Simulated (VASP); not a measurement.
Write the native input for VASP 6.6.1 that does the following.

```yaml
Task: single point
Functional: PBEsol
Potentials_or_basis: VASP PAW PBE potentials, release 64 (Si, C)
Cutoff: 520 eV
k_mesh: 1 × 1 × 1, shifted
Occupations: fermi-dirac, width 0.05 eV
Spin: no spin polarisation
Dipole_correction: no
Further_INCAR_settings: LREAL = Auto; ALGO = Normal; EDIFF = 1e-06; NBANDS = 166
```

The structure of Si15C lies in POSCAR:

```
Si15C
1.0
   10.6044465729      0.0000000000      0.0000000000
    0.0000000000     10.6044465729      0.0000000000
    0.0000000000      0.0000000000     10.6044465729
Si C
60 4
Direct
    0.9927850000      0.0070080000      0.0012400000
    0.9930330000      0.0073140000      0.4988420000
    0.9897930000      0.4953730000      0.0035560000
    0.9888840000      0.4942680000      0.4976990000
    0.5053300000      0.9991270000      0.9932950000
    0.5058900000      0.9992560000      0.5069020000
    0.5133830000      0.4991730000      0.0016510000
    0.5132970000      0.4993980000      0.4991080000
    0.0983130000      0.1475870000      0.1427270000
    0.1225000000      0.1282300000      0.6244670000
    0.1231070000      0.6247390000      0.1210560000
    0.1197230000      0.6255040000      0.6214370000
    0.6246440000      0.1277650000      0.1207380000
    0.6443510000      0.1084360000      0.6399010000
    0.6475800000      0.6035210000      0.1428260000
    0.6437920000      0.6066270000      0.6427460000
    0.2421510000      0.2494660000      0.0082010000
    0.2437650000      0.2506900000      0.4925360000
    0.2513840000      0.7511200000      0.0000210000
    0.2493710000      0.7500220000      0.5000890000
    0.7556680000      0.2536280000      0.9972030000
    0.7548000000      0.2552580000      0.5029480000
    0.7487130000      0.7428400000      0.9953190000
    0.7520460000      0.7429080000      0.5052960000
    0.3772000000      0.3752380000      0.1225490000
    0.3789120000      0.3715840000      0.6175240000
    0.3789400000      0.8748860000      0.1243530000
    0.3776160000      0.8712730000      0.6266700000
    0.8755850000      0.3727690000      0.1519190000
    0.8572020000      0.3924230000      0.6432350000
    0.8742540000      0.8712540000      0.1221270000
    0.8581870000      0.8930660000      0.6370790000
    0.2431860000      0.0060750000      0.2505640000
    0.2494150000      0.0005800000      0.7505740000
    0.2437960000      0.4944890000      0.2500610000
    0.2523510000      0.4995770000      0.7498670000
    0.7549190000      0.0056900000      0.2501010000
    0.3803850000      0.1266410000      0.3779770000
    0.3735730000      0.1283740000      0.8787720000
    0.3751080000      0.6215740000      0.3779640000
    0.3831370000      0.6279690000      0.8788770000
    0.8901600000      0.1473610000      0.3613850000
    0.8573190000      0.1076970000      0.8592330000
    0.8594670000      0.6066110000      0.3598620000
    0.8574110000      0.6058480000      0.8600420000
    0.9879560000      0.2494260000      0.7503290000
    0.9942260000      0.7429800000      0.2499670000
    0.9886250000      0.7512010000      0.7506860000
    0.5059310000      0.2553940000      0.2503030000
    0.5103840000      0.2498040000      0.7503250000
    0.5072170000      0.7421240000      0.2505880000
    0.5130960000      0.7491460000      0.7497890000
    0.1026440000      0.3591080000      0.3600550000
    0.1204460000      0.3719120000      0.8773520000
    0.1184220000      0.8728780000      0.3776350000
    0.1216260000      0.8765350000      0.8788610000
    0.6445550000      0.3885170000      0.3596540000
    0.6449260000      0.3917750000      0.8596940000
    0.6277350000      0.8733580000      0.3785690000
    0.6428490000      0.8900510000      0.8586370000
    0.7506300000      0.9989790000      0.7493170000
    0.7587350000      0.4906560000      0.2516410000
    0.7505310000      0.4995790000      0.7511080000
    0.9905620000      0.2584500000      0.2517720000
```

These files were run (other wordings do the same):

INCAR

```
SYSTEM = Si15C
PREC     = Accurate       ! precision mode
ENCUT    = 520            ! plane-wave cutoff, eV
EDIFF    = 1E-6           ! SCF threshold, eV
ISMEAR   = -1             ! smearing method
SIGMA    = 0.05           ! smearing width, eV
LREAL    = Auto         
LASPH    = .TRUE.         ! aspherical terms in the spheres
NELM     = 80             ! most SCF steps
ALGO     = Normal         ! electronic algorithm
ISIF     = 2              ! what is computed and relaxed
LWAVE    = .FALSE.        ! write WAVECAR
LCHARG   = .FALSE.        ! write CHGCAR
GGA      = PS             ! functional
NBANDS   = 166            ! bands
```

KPOINTS

```
Automatic mesh
0
Gamma
  1 1 1
  0.5 0.5 0.5
```

Potentials or basis: VASP PAW PBE potentials, release 64 (Si, C).

The run is started by

```bash
$ cat potpaw_PBE.64/Si/POTCAR potpaw_PBE.64/C/POTCAR > POTCAR
$ mpirun -np 1 vasp_std > vasp.out
```

Results of the run:

* Pressure: 0.1 GPa
* Largest force: 0.019 eV/Å
* Band gap on the k mesh: 1.03 eV

Caveat: the k points lie up to 0.59 Å⁻¹ apart; the PAW data sets were made with another functional, which shifts forces and pressure a little; a shifted mesh leaves out Γ, where band edges can lie.

It took 5.3 min on 1 thread of Intel(R) Xeon(R) Platinum 8259CL CPU @ 2.50GHz (Skylake/Cascade Lake) (shared host), peak memory 0.98 GiB.
